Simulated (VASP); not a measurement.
# MnF2 (P-3m1) in VASP: further runs

The runs below take MnF2 through single point, with PBE+U.

Program: VASP 6.6.1. These are calculated values, not measurements. Logs are shortened: lines on timing, memory, paths and dates and some standing lists are left out, and cuts for length are marked.

**1. The cell of the first run**

It takes space group P-3m1 (No. 164, trigonal). The conventional cell has a = 3.374 Å, b = 3.374 Å, c = 4.958 Å, α = 90.00°, β = 90.00°, γ = 120.00°. Within 2.9 Å of Mn (site symmetry -3m) lie 6 F at 2.17 Å. F (site symmetry 3m) has 3 Mn at 2.17 Å and 3 F at 2.74 Å within 2.9 Å.

**2. Single point, PBE+U, collinear spin, ferromagnetic start (16.29 Å³/atom)**

Input file INCAR:

```
ALGO = Normal ; EDIFF = 1E-7
ENCUT = 520 ; GGA = PE
ISIF = 2 ; ISMEAR = 0
ISPIN = 2 ; LASPH = T
LCHARG = F ; LDAU = T
LDAUJ = 0 0 ; LDAUL = 2 -1
LDAUPRINT = 1 ; LDAUTYPE = 2
LDAUU = 3.9 0 ; LMAXMIX = 4
LORBIT = 11 ; LREAL = F
LWAVE = F ; MAGMOM = 4.73 0.07 0.07
NBANDS = 24 ; NELM = 150
PREC = Accurate ; SIGMA = 0.05
```

Input file KPOINTS:

```
k-points
0
Gamma
  8 8 6
```

Input file POSCAR:

```
MnF2
1.0
    3.3743128661      0.0000000000      0.0000000000
   -1.6871564330      2.9222406624      0.0000000000
    0.0000000000      0.0000000000      4.9576215098
Mn F
1 2
Direct
    0.0000000000      0.0000000000      0.0000000000
    0.3333333333      0.6666666667      0.1942625801
    0.6666666667      0.3333333333      0.8057374199
```

Potentials or basis: VASP PAW PBE potentials, release 64 (Mn_pv, F).

The run is started by

```sh
$ cat potpaw_PBE.64/Mn_pv/POTCAR potpaw_PBE.64/F/POTCAR > POTCAR
$ mpirun -np 1 vasp_std > vasp.out
```

OUTCAR:

```text
EDIFF = 1E-7
   ENCUT = 520
   GGA = PE
   ISIF = 2
   ISMEAR = 0
   ISPIN = 2
   LASPH = T
   LORBIT = 11
   LREAL = F
   NELM = 150
   PREC = Accurate

 ion  position               nearest neighbor table
   1  0.000  0.000  0.000-   2 2.17   3 2.17   3 2.17   2 2.17   3 2.17   2 2.17
   2  0.333  0.667  0.194-   1 2.17   1 2.17   1 2.17
   3  0.667  0.333  0.806-   1 2.17   1 2.17   1 2.17

  LATTYP: Found a hexagonal cell.
 ALAT       =     3.3743128661
 C/A-ratio  =     1.4692240188

  Lattice vectors:

 A1 = (   3.3743128661,   0.0000000000,   0.0000000000)
 A2 = (  -1.6871564330,   2.9222406624,   0.0000000000)
 A3 = (   0.0000000000,   0.0000000000,   4.9576215098)

Analysis of symmetry for initial positions (statically):
=====================================================================
 Subroutine PRICEL returns:
 Original cell was already a primitive cell.

 Routine SETGRP: Setting up the symmetry group for a
 hexagonal supercell.

 Subroutine GETGRP returns: Found 12 space group operations
 (whereof 12 operations were pure point group operations)
 out of a pool of 24 trial point group operations.

The static configuration has the point symmetry D_3d.

Analysis of symmetry for dynamics (positions and initial velocities):
=====================================================================
 Subroutine PRICEL returns:
 Original cell was already a primitive cell.

 Routine SETGRP: Setting up the symmetry group for a
 hexagonal supercell.

 Subroutine GETGRP returns: Found 12 space group operations
 (whereof 12 operations were pure point group operations)
 out of a pool of 24 trial point group operations.

The dynamic configuration has the point symmetry D_3d.

Analysis of structural, dynamic, and magnetic symmetry:
=====================================================================
 Subroutine PRICEL returns:
 Original cell was already a primitive cell.

 Routine SETGRP: Setting up the symmetry group for a
 hexagonal supercell.

 Subroutine GETGRP returns: Found 12 space group operations
 (whereof 12 operations were pure point group operations)
 out of a pool of 24 trial point group operations.

The overall configuration has the point symmetry D_3d.

 Subroutine INISYM returns: Found 12 space group operations
 (whereof 12 operations are pure point group operations),
 and found     1 'primitive' translations

----------------------------------------------------------------------------------------

                                     Primitive cell

  volume of cell :      48.8849

  direct lattice vectors                    reciprocal lattice vectors
     3.374312866  0.000000000  0.000000000     0.296356633  0.171101582  0.000000000
    -1.687156433  2.922240662  0.000000000     0.000000000  0.342203164  0.000000000
     0.000000000  0.000000000  4.957621510     0.000000000  0.000000000  0.201709630

  length of vectors
     3.374312866  3.374312866  4.957621510     0.342203164  0.342203164  0.201709630

  position of ions in fractional coordinates (direct lattice)
     0.000000000  0.000000000  0.000000000
     0.333333333  0.666666667  0.194262580
     0.666666667  0.333333333  0.805737420

  ion indices of the primitive-cell ions
   primitive index   ion index
                 1           1
                 2           2
                 3           3

----------------------------------------------------------------------------------------

 KPOINTS: k-points

Automatic generation of k-mesh.
 Grid dimensions read from file:
[... 70 lines left out ...]
   NFREE  =      0    steps in history (QN), initial steepest desc. (CG)
   ISIF   =      2    stress and relaxation
   ISYM   =      2    0-nonsym 1-usesym 2-fastsym
   POTIM  = 0.5000    time-step for ionic-motion
   TEBEG  =    0.0;   TEEND  =   0.0 temperature during run
   PSTRESS=    0.0 pullay stress
   NELECT =      27.0000    total number of electrons
   NUPDOWN=      -1.0000    fix difference up-down
   EMIN   =  10.00;   EMAX   =-10.00  energy-range for DOS
   EFERMI =   0.00;   METHOD = LEGACY
   ISMEAR =     0;   SIGMA  =   0.05  broadening in eV -4-tet -1-fermi 0-gaus
   EFERMI_NEDOS =   21; number of points for ismear=-14 and -15
   IALGO  =     38    algorithm
   IMIX   =      4    mixing-type and parameters
     AMIX     =   0.40;   BMIX     =  1.00
     AMIX_MAG =   1.60;   BMIX_MAG =  1.00
  volume/ion in A,a.u.               =      16.29       109.96
  Fermi-wavevector in a.u.,A,eV,Ry     =   1.343191  2.538263 24.547124  1.804163
  Thomas-Fermi vector in A             =   2.471285
   LORBIT       =     11    0 simple, 1 ext, 2 COOP (PROOUT), +10 PAW based schemes
 LDA+U is selected, type is set to LDAUTYPE =  2
   angular momentum for each species LDAUL =     2   -1
   U (eV)           for each species LDAUU =   3.9  0.0
   J (eV)           for each species LDAUJ =   0.0  0.0
   GGA     = PE    functional components
   LHFCALC =     F    Hartree Fock is set to
   AEXX    =    0.0000 exact exchange contribution
   IVDW    =     0    specifies the selected vdW correction
   LEPSILON=     F    determine dielectric tensor
   LRPA    =     F    only Hartree local field effects (RPA)
 spin polarized calculation
 Gauss-broadening in eV      SIGMA  =   0.05
  energy-cutoff  :      520.00
  volume of cell :       48.88
 maximum number of plane-waves:      1350
 NGX is ok and might be reduce to    28
   NGX = 13   NGY = 13   NGZ = 19

atom =   1  type =  1  l = 2

 onsite density matrix

spin component  1

  0.9638  0.0000 -0.0000 -0.0159  0.0000
  0.0000  0.9624 -0.0000  0.0000 -0.0159
 -0.0000 -0.0000  0.9448  0.0000  0.0000
 -0.0159  0.0000  0.0000  0.9624 -0.0000
  0.0000 -0.0159  0.0000 -0.0000  0.9638

spin component  2

  0.0354  0.0000 -0.0000 -0.0217 -0.0000
  0.0000  0.0317 -0.0000  0.0000 -0.0217
 -0.0000 -0.0000  0.0122  0.0000  0.0000
 -0.0217  0.0000  0.0000  0.0317 -0.0000
 -0.0000 -0.0217  0.0000 -0.0000  0.0354

 occupancies and eigenvectors

  o =  0.0118  v =  0.0000  0.0000  0.0000  0.0000  0.0000  0.6113 -0.3156  0.0000  0.6654 -0.2899      0.0000  0.0000  0.0000  0.0000  0.0000  0.0000  0.0000  0.0000  0.0000  0.0000
  o =  0.0118  v =  0.0000  0.0000  0.0000  0.0000  0.0000 -0.2899 -0.6654  0.0000 -0.3156 -0.6113      0.0000  0.0000  0.0000  0.0000  0.0000  0.0000  0.0000  0.0000  0.0000  0.0000
  o =  0.0122  v =  0.0000  0.0000  0.0000  0.0000  0.0000  0.0000 -0.0000 -1.0000  0.0000 -0.0000      0.0000  0.0000  0.0000  0.0000  0.0000  0.0000  0.0000  0.0000  0.0000  0.0000
  o =  0.0553  v =  0.0000  0.0000  0.0000  0.0000  0.0000 -0.6651 -0.2904  0.0000  0.6110  0.3161      0.0000  0.0000  0.0000  0.0000  0.0000  0.0000  0.0000  0.0000  0.0000  0.0000
  o =  0.0553  v =  0.0000  0.0000  0.0000  0.0000  0.0000  0.3161 -0.6110  0.0000 -0.2904  0.6651      0.0000  0.0000  0.0000  0.0000  0.0000  0.0000  0.0000  0.0000  0.0000  0.0000
  o =  0.9448  v = -0.0000  0.0000 -1.0000 -0.0000  0.0000  0.0000  0.0000  0.0000  0.0000  0.0000      0.0000  0.0000  0.0000  0.0000  0.0000  0.0000  0.0000  0.0000  0.0000  0.0000
  o =  0.9472  v = -0.6246  0.3101  0.0000 -0.6524  0.2969  0.0000  0.0000  0.0000  0.0000  0.0000      0.0000  0.0000  0.0000  0.0000  0.0000  0.0000  0.0000  0.0000  0.0000  0.0000
  o =  0.9472  v =  0.2969  0.6524  0.0000  0.3101  0.6246  0.0000  0.0000  0.0000  0.0000  0.0000      0.0000  0.0000  0.0000  0.0000  0.0000  0.0000  0.0000  0.0000  0.0000  0.0000
  o =  0.9790  v = -0.6524 -0.2969  0.0000  0.6246  0.3101  0.0000  0.0000  0.0000  0.0000  0.0000      0.0000  0.0000  0.0000  0.0000  0.0000  0.0000  0.0000  0.0000  0.0000  0.0000
  o =  0.9790  v =  0.3101 -0.6246  0.0000 -0.2969  0.6524  0.0000  0.0000  0.0000  0.0000  0.0000      0.0000  0.0000  0.0000  0.0000  0.0000  0.0000  0.0000  0.0000  0.0000  0.0000

 number of electron      27.0000017 magnetization       5.0000003

 Free energy of the ion-electron system (eV)
  ---------------------------------------------------
  ext. energy  EPLUGINS =         0.00000000
  ---------------------------------------------------
  free energy    TOTEN  =       -18.69739084 eV

  energy without entropy =      -18.69739084  energy(sigma->0) =      -18.69739084

 E-fermi :  -0.0203     XC(G=0):  -8.4653

 val. band max:       -0.3030695297   @ k =   0.0000   0.0000   0.5000
 cond. band min:       2.8006483841   @ k =   0.0000   0.0000   0.0000
 fundamental gap:      3.1037179138
 Fermi energy:        -0.0202838680

 spin component 1

 k-point     1 :       0.0000    0.0000    0.0000
  band No.  band energies     occupation
      1     -48.7785      1.00000
      2     -48.6655      1.00000
      3     -48.6655      1.00000
      4     -22.5127      1.00000
      5     -21.8933      1.00000
      6      -5.4785      1.00000
[... 1289 lines left out ...]
     23      15.7866      0.00000
     24      18.3744      0.00000

 [... further k-points ...]

------------------------ aborting loop because EDIFF is reached ----------------------------------------

  FORCE on cell =-STRESS in cart. coord.  units (eV):
  Direction    XX          YY          ZZ          XY          YZ          ZX
  --------------------------------------------------------------------------------------
  -------------------------------------------------------------------------------------
  Total       -0.2462137     -0.2462137     -0.1328250     -0.0000000      0.0000000     -0.0000000
  in kB       -8.0695290     -8.0695290     -4.3532718     -0.0000000      0.0000000     -0.0000000
  external PRESSURE =      -6.8307766 kB  Pullay stress =       0.0000000 kB

 VOLUME and BASIS-vectors are now :
 -----------------------------------------------------------------------------
  energy-cutoff  :      520.00
  volume of cell :       48.88
      direct lattice vectors                 reciprocal lattice vectors
     3.374312866  0.000000000  0.000000000     0.296356633  0.171101582  0.000000000
    -1.687156433  2.922240662  0.000000000     0.000000000  0.342203164  0.000000000
     0.000000000  0.000000000  4.957621510     0.000000000  0.000000000  0.201709630

 POSITION                                       TOTAL-FORCE (eV/Angst)
 -----------------------------------------------------------------------------------
      0.00000      0.00000      0.00000        -0.000000      0.000000      0.000000
     -0.00000      1.94816      0.96308         0.000000     -0.000000     -0.039571
      1.68716      0.97408      3.99454        -0.000000      0.000000      0.039571
 -----------------------------------------------------------------------------------
    total drift:                               -0.000000      0.000000     -0.000000

  FREE ENERGIE OF THE ION-ELECTRON SYSTEM (eV)
  ---------------------------------------------------
  free  energy   TOTEN  =       -18.6973908414 eV

  energy  without entropy=      -18.6973908414  energy(sigma->0) =      -18.69739084

 total charge

# of ion       s       p       d       tot
------------------------------------------
    1        0.158   6.131   4.926  11.215
    2        1.735   4.355   0.000   6.090
    3        1.735   4.355   0.000   6.090
--------------------------------------------------
tot          3.628  14.840   4.926  23.395

 magnetization (x)

# of ion       s       p       d       tot
------------------------------------------
    1        0.024   0.019   4.641   4.685
    2        0.005   0.049   0.000   0.054
    3        0.005   0.049   0.000   0.054
--------------------------------------------------
tot          0.035   0.117   4.641   4.793
```

Run time: 53 s. Hardware: 1 thread of Intel Xeon 6975P-C (Granite Rapids), shared host; peak memory 0.25 GiB.

Results:

- Free energy: -18.6974 eV
- Pressure: -0.7 GPa
- Largest force: 0.040 eV/Å
- Band gap on the k mesh: 3.10 eV (least direct gap 3.12 eV)
- Net moment: 5.00 μB per cell
- Site moments: Mn +4.68; F +0.05 μB
- Valence electrons inside the program's atomic spheres: Mn 11.21; F 6.09

Forces on the atoms (eV/Å):
```
Mn   0.000  0.000  0.000
F    0.000  0.000 -0.040
F    0.000  0.000  0.040
```

Levels at points of the mesh, in eV from the valence-band top:
Spin up:
| k point | band 13 | band 14 | band 15 | band 16 | band 17 | band 18 | band 19 | band 20 |
| --- | --- | --- | --- | --- | --- | --- | --- | --- |
| (0.00, 0.00, 0.00) | -2.28 | -1.42 | -0.02 | -0.02 | 3.10 | 7.88 | 10.86 | 15.11 |
| (0.50, 0.00, 0.00) | -2.03 | -1.88 | -0.78 | -0.17 | 7.84 | 8.41 | 11.51 | 11.98 |
| (0.00, 0.00, 0.50) | -2.29 | -1.41 | 0.00 | 0.00 | 4.41 | 5.80 | 13.07 | 15.23 |
| (0.50, 0.00, 0.50) | -2.03 | -1.87 | -0.81 | -0.20 | 8.34 | 8.50 | 9.73 | 11.06 |
Spin down:
| k point | band 7 | band 8 | band 9 | band 10 | band 11 | band 12 | band 13 | band 14 | band 15 | band 16 |
| --- | --- | --- | --- | --- | --- | --- | --- | --- | --- | --- |
| (0.00, 0.00, 0.00) | -3.70 | -3.70 | -2.77 | -2.77 | -2.32 | 3.80 | 5.60 | 5.60 | 6.03 | 6.70 |
| (0.50, 0.00, 0.00) | -3.98 | -3.57 | -3.14 | -2.81 | -2.70 | 5.20 | 5.59 | 6.11 | 6.22 | 6.69 |
| (0.00, 0.00, 0.50) | -3.68 | -3.68 | -2.79 | -2.79 | -2.78 | 5.27 | 5.58 | 5.58 | 6.18 | 6.28 |
| (0.50, 0.00, 0.50) | -4.14 | -3.52 | -3.19 | -2.66 | -2.60 | 5.30 | 5.74 | 6.10 | 6.19 | 6.69 |

Eigenvalues of the final occupation matrices:
| site | spin | trace | eigenvalues |
| --- | --- | --- | --- |
| site 1 d | 1 | 4.80 | 0.94 0.95 0.95 0.98 0.98 |
| site 1 d | 2 | 0.15 | 0.01 0.01 0.01 0.06 0.06 |

Caveat: a cell with one magnetic atom can't hold antiferromagnetic order, which such compounds often take. A k mesh can miss the band edges.

**3. Single point, PBE+U, collinear spin, ferromagnetic start**

Input file INCAR:

```
PREC     = Accurate       # precision mode
ENCUT    = 520            # plane-wave cutoff, eV
EDIFF    = 1E-7           # SCF threshold, eV
ISMEAR   = 0              # smearing method
SIGMA    = 0.05           # smearing width, eV
LREAL    = F              # projectors in reciprocal space
LASPH    = T              # aspherical terms in the spheres
NELM     = 150            # most SCF steps
ALGO     = Normal         # electronic algorithm
ISIF     = 2              # what is computed and relaxed
LWAVE    = F              # write WAVECAR
LCHARG   = F              # write CHGCAR
ISPIN    = 2              # spin polarisation
MAGMOM   = 0.5 0 0        # initial moments
LORBIT   = 11             # projections on sites
LMAXMIX  = 4              # l up to which the mixer works
LDAU     = T              # DFT+U
LDAUTYPE = 2            
LDAUL    = 2 -1           # shell
LDAUU    = 3.9 0          # U, eV
LDAUJ    = 0 0          
LDAUPRINT= 1            
GGA      = PE             # functional
NBANDS   = 24             # bands
```

Input file KPOINTS:

```
Automatic mesh
0
Gamma
  8 8 6
```

POSCAR is that of step 2.

Potentials or basis: VASP PAW PBE potentials, release 64 (Mn_pv, F).

The run is started by

```sh
$ cat potpaw_PBE.64/Mn_pv/POTCAR potpaw_PBE.64/F/POTCAR > POTCAR
$ mpirun -np 1 vasp_std > vasp.out
```

Run time: 58 s. Hardware: 1 thread of Intel Xeon 6975P-C (Granite Rapids), shared host; peak memory 0.25 GiB.

Results (log left out):

```yaml
Free_energy: -18.6974 eV
Pressure: -0.7 GPa
Largest_force: 0.040 eV/Å
Band_gap_on_the_k_mesh: 3.10 eV (least direct gap 3.12 eV)
Net_moment: 5.00 μB per cell
Site_moments: Mn +4.68; F +0.05 μB
Valence_electrons_inside_the_program's_atomic_spheres: Mn 11.21; F 6.09
```

Forces in eV/Å, atoms in the order of the input:
```
Mn   0.000  0.000  0.000
F    0.000  0.000 -0.040
F    0.000  0.000  0.040
```

Stress tensor (GPa, compression positive):
```
-0.81  0.00  0.00
 0.00 -0.81  0.00
 0.00  0.00 -0.43
```

Levels at points of the mesh, in eV from the valence-band top:
Spin up:
| k point | band 13 | band 14 | band 15 | band 16 | band 17 | band 18 | band 19 | band 20 |
| --- | --- | --- | --- | --- | --- | --- | --- | --- |
| (0.00, 0.00, 0.00) | -2.28 | -1.42 | -0.02 | -0.02 | 3.10 | 7.88 | 10.86 | 15.11 |
| (0.50, 0.00, 0.00) | -2.03 | -1.88 | -0.78 | -0.17 | 7.84 | 8.41 | 11.51 | 11.98 |
| (0.00, 0.00, 0.50) | -2.29 | -1.41 | 0.00 | 0.00 | 4.41 | 5.80 | 13.07 | 15.23 |
| (0.50, 0.00, 0.50) | -2.03 | -1.87 | -0.81 | -0.20 | 8.34 | 8.50 | 9.73 | 11.06 |
Spin down:
```
           k point  band 7  band 8  band 9  band 10  band 11  band 12  band 13  band 14  band 15  band 16
(0.00, 0.00, 0.00)   -3.70   -3.70   -2.77    -2.77    -2.32     3.80     5.60     5.60     6.03     6.70
(0.50, 0.00, 0.00)   -3.98   -3.57   -3.14    -2.81    -2.70     5.20     5.59     6.11     6.22     6.69
(0.00, 0.00, 0.50)   -3.68   -3.68   -2.79    -2.79    -2.78     5.27     5.58     5.58     6.18     6.28
(0.50, 0.00, 0.50)   -4.14   -3.52   -3.19    -2.66    -2.60     5.30     5.74     6.10     6.19     6.69
```

Eigenvalues of the final occupation matrices:
| site | spin | trace | eigenvalues |
| --- | --- | --- | --- |
| site 1 d | 1 | 4.80 | 0.94 0.95 0.95 0.98 0.98 |
| site 1 d | 2 | 0.15 | 0.01 0.01 0.01 0.06 0.06 |

Caveat: a cell with one magnetic atom can't hold antiferromagnetic order, which such compounds often take. The state reached can hang on the start; a lower one may exist.
